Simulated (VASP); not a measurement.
Here is a VASP 6.6.1 calculation.

INCAR

```
SYSTEM = AlCo
  ALGO = Normal
  EDIFF = 1E-7
  ENCUT = 520
  GGA = PS
  ISIF = 2
  ISMEAR = -1
  ISPIN = 2
  LASPH = .TRUE.
  LCHARG = .FALSE.
  LMAXMIX = 4
  LORBIT = 11
  LREAL = .FALSE.
  LWAVE = .FALSE.
  MAGMOM = 0 0
  NBANDS = 17
  NELM = 150
  NUPDOWN = 0.0
  PREC = Accurate
  SIGMA = 0.05
```

KPOINTS

```
k-points
0
G
  8 8 8
  0 0 0
```

File POSCAR:

```
AlCo
1.0
    2.8194032100      0.0000000000      0.0000000000
    0.0000000000      2.8194032100      0.0000000000
    0.0000000000      0.0000000000      2.8194032100
Co Al
1 1
Direct
    0.5000000000      0.5000000000      0.5000000000
    0.0000000000      0.0000000000      0.0000000000
```

Potentials or basis: VASP PAW PBE potentials, release 64 (Co, Al).

Command:

```bash
$ cat potpaw_PBE.64/Co/POTCAR potpaw_PBE.64/Al/POTCAR > POTCAR
$ mpirun -np 1 vasp_std > vasp.out
```

**Question.** What does it give for the pressure?

**Answer.** 0.9 GPa.

Caveat: the PAW data sets were made with another functional, which shifts forces and pressure a little; the total moment is fixed, so each spin has its own Fermi level.
